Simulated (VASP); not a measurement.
Input of a VASP 6.6.1 run:

The input INCAR:

```
SYSTEM = Te2Mo
ALGO     = Normal         ! electronic algorithm
EDIFF    = 1E-6           ! SCF threshold, eV
ENCUT    = 520            ! plane-wave cutoff, eV
GGA      = CA             ! functional
ISIF     = 2              ! what is computed and relaxed
ISMEAR   = 1              ! smearing method
LASPH    = .True.         ! aspherical terms in the spheres
LCHARG   = .True.         ! write CHGCAR
LELF     = .True.         ! ELF
LREAL    = .False.        ! projectors in reciprocal space
LVHAR    = .True.       
LWAVE    = .False.        ! write WAVECAR
NBANDS   = 20             ! bands
NELM     = 100            ! most SCF steps
PREC     = Accurate       ! precision mode
SIGMA    = 0.1            ! smearing width, eV
```

The input KPOINTS:

```
k-points
0
Gamma
  9 9 2
  0 0 0
```

The input POSCAR:

```
Te2Mo
1.0
    3.1291538958      0.0000000025      0.0000000000
   -1.5645769501      2.7099267649      0.0000000000
    0.0000000000      0.0000000000      6.8883774944
Te Mo
2 1
Direct
    0.3333333333      0.6666666667      0.7276562280
    0.3333333333      0.6666666667      0.2723437720
    0.0000000000      0.0000000000      0.0000000000
```

Potentials or basis: VASP PAW LDA potentials, release 64 (Te, Mo_sv).

The run is started by

```sh
$ cat potpaw_LDA.64/Te/POTCAR potpaw_LDA.64/Mo_sv/POTCAR > POTCAR
$ mpirun -np 1 vasp_std > vasp.out
```

Problem. Estimate the band gap on the k mesh.

Solution. Zero (bands 13 and 14 overlap by 0.51 eV).

Problem. What does it give for the pressure?

Solution. 30.6 GPa.

Problem. Predict the largest force.

Solution. 0.046 eV/Å.

Forces on the atoms (eV/Å):
```
Te   0.000  0.000 -0.046
Te   0.000  0.000  0.046
Mo   0.000  0.000  0.000
```

Caveat: the k points lie up to 0.46 Å⁻¹ apart, too coarse for converged energies and pressures of a metal; spin-orbit coupling is left out, which moves the levels of the heavy elements.
